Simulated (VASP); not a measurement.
## SiO2: relaxation of cell and atoms with rSCAN

SiO2:

```
Si O
1.0
     4.27508    0.00000    0.00000
     0.00000    4.27508    0.00000
     0.00000    0.00000    2.72017
Si O
2 4
Direct
  0.00000 0.00000 0.00000
  0.50000 0.50000 0.50000
  0.80684 0.19316 0.50000
  0.30684 0.30684 0.00000
  0.19316 0.80684 0.50000
  0.69316 0.69316 0.00000
```

```
Program                : VASP 6.6.1
Task                   : relaxation of cell and atoms
Functional             : rSCAN
Potentials or basis    : VASP PAW PBE potentials, release 64 (Si, O)
Cutoff                 : 600 eV
k mesh                 : 4 × 4 × 7
Occupations            : gaussian, width 0.03 eV
Spin                   : no spin polarisation
Tolerance level        : standard
Purpose                : cell
Passes                 : 2
Further INCAR settings : ALGO = Normal; EDIFF = 1e-06
```

| Property | Result |
| --- | --- |
| Relaxed volume | 7.75 Å³/atom |
| Relaxed cell | a = 4.175 Å, b = 4.175 Å, c = 2.668 Å, α = 90.00°, β = 90.00°, γ = 90.00° |
| Space group after relaxing (to 0.1 Å) | P4_2/mnm (No. 136) |
| Energy gained by relaxing | 30.6 meV/atom |
| Ionic steps | 11 |
| Pressure after relaxing | 0.0 GPa |
| Band gap on the k mesh | 6.51 eV |

Forces in eV/Å, atoms in the order of the input:
```
Si   0.000  0.000  0.000
Si   0.000  0.000  0.000
O    0.002 -0.002  0.000
O    0.002  0.002  0.000
O   -0.002  0.002  0.000
O   -0.002 -0.002  0.000
```

Step by step:
| step | energy change (eV) | largest force (eV/Å) | pressure (GPa) | volume (Å³) |
| --- | --- | --- | --- | --- |
| 1 | 0.0000 | 0.3109 | -19.06 | 49.71 |
| 2 | 0.2349 | 1.4181 | 35.53 | 42.95 |
| 3 | -0.1892 | 0.2645 | -0.96 | 46.85 |
| 4 | -0.1893 | 0.2783 | -0.53 | 46.80 |
| 5 | -0.1967 | 0.0461 | -0.06 | 46.54 |
| 6 | -0.1967 | 0.0386 | -0.08 | 46.55 |
| 7 | -0.1975 | 0.0056 | 0.12 | 46.49 |
| 8 | -0.1975 | 0.0002 | 0.10 | 46.50 |
| 9 | -0.1837 | 0.0014 | 0.15 | 46.50 |
| 10 | -0.1837 | 0.0076 | -0.20 | 46.55 |
| 11 | -0.1837 | 0.0023 | 0.01 | 46.52 |

Final structure:
```yaml
crystal:
  lattice:
    - [4.17523, 0.00000, 0.00000]
    - [0.00000, 4.17523, 0.00000]
    - [0.00000, 0.00000, 2.66842]
  atoms:
    - { symbol: Si, position: [0.00000, 0.00000, 0.00000] }
    - { symbol: Si, position: [0.50000, 0.50000, 0.50000] }
    - { symbol: O, position: [0.80591, 0.19409, 0.50000] }
    - { symbol: O, position: [0.30591, 0.30591, 0.00000] }
    - { symbol: O, position: [0.19409, 0.80591, 0.50000] }
    - { symbol: O, position: [0.69409, 0.69409, 0.00000] }
```

Levels at points of the mesh, in eV from the valence-band top:
| k point | band 14 | band 15 | band 16 | band 17 | band 18 | band 19 |
| --- | --- | --- | --- | --- | --- | --- |
| (0.00, 0.00, 0.00) | -0.89 | -0.89 | 0.00 | 6.51 | 7.60 | 9.44 |
| (0.50, 0.00, 0.00) | -2.73 | -1.08 | -1.08 | 8.69 | 8.69 | 10.02 |
| (0.50, 0.50, 0.00) | -2.71 | -2.33 | -2.33 | 8.38 | 8.38 | 11.03 |

Wall time 4.6 min on 8 MPI ranks on Intel(R) Xeon(R) Platinum 8259CL CPU @ 2.50GHz (Skylake/Cascade Lake) (shared host), peak memory 0.22 GiB a rank.

Caveat: the PAW data sets were made with another functional, which shifts forces and pressure a little.
